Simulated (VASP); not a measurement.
Runs of VASP 6.6.1 on WC. The structure is that of space group Fm-3m (No. 225), or close to it. The cells are those of the table. 

```tsv
cell	gap on the mesh (eV)	pressure (GPa)
a = 3.073 Å, angles 60.0°, 2 atoms	none	-3.8
a = 3.101 Å, angles 60.0°, 2 atoms	none	(b)
a = 3.128 Å, angles 60.0°, 2 atoms	none	-22.1
a = 3.155 Å, angles 60.0°, 2 atoms	none	(a)
a = 3.182 Å, angles 60.0°, 2 atoms	none	-35.7
a = 3.045 Å, angles 60.0°, 2 atoms	none	7.6
```

Alike in all rows: task single point; level LDA; potentials or basis VASP PAW LDA potentials, release 64 (W_sv, C); no spin polarisation; k mesh 11 × 11 × 11; cutoff (eV) 520; smearing fermi-dirac 0.1 eV.

Task: Estimate the missing entries.

Result: (a) -29.4; (b) -13.6.

Caveats: spin-orbit coupling is left out, which moves the levels of the heavy elements.

A k mesh can miss the band edges, and the runs leave out spin-orbit coupling on W.

A gap of «none» marks levels without a gap at the run's occupations.
